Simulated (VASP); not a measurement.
## Rh: single point with PBEsol

Crystal: Rh.

```
Rh
1.0
    -1.58605    1.58605    1.58605
     1.58605   -1.58605    1.58605
     1.58605    1.58605   -1.58605
Rh
1
Cartesian
  0.0000 0.0000 0.0000
```

This cell differs from its parent crystal: Pd replaced by Rh, lengths x 1.013, strained.

```json
{
  "Program": "VASP 6.6.1",
  "Task": "single point",
  "Functional": "PBEsol",
  "Potentials or basis": "VASP PAW PBE potentials, release 64 (Rh_pv)",
  "Cutoff": "520 eV",
  "k mesh": "8 × 8 × 8",
  "Occupations": "gaussian, width 0.1 eV",
  "Spin": "no spin polarisation",
  "Dipole correction": "no",
  "Further INCAR settings": "ALGO = Normal; EDIFF = 1e-07; NBANDS = 14"
}
```

```yaml
Pressure: -26.2 GPa
```

Levels at points of the mesh, in eV from the Fermi level:
```
           k point  band 6  band 7  band 8  band 9  band 10  band 11
(0.00, 0.00, 0.00)   -2.39   -2.39   -0.34   -0.34    18.17    18.17
(0.50, 0.00, 0.00)   -0.42   -0.08    1.28    1.35     7.98    14.26
(0.50, 0.50, 0.50)    0.88    0.88    0.88    8.78     8.78     8.78
```

It took 3.2 s on 1 thread of Intel(R) Xeon(R) 6975P-C (Granite Rapids) (shared host), peak memory 0.12 GiB.

Caveat: the cell differs from its parent crystal (Pd replaced by Rh, lengths x 1.013, strained); the PAW data sets were made with another functional, which shifts forces and pressure a little.
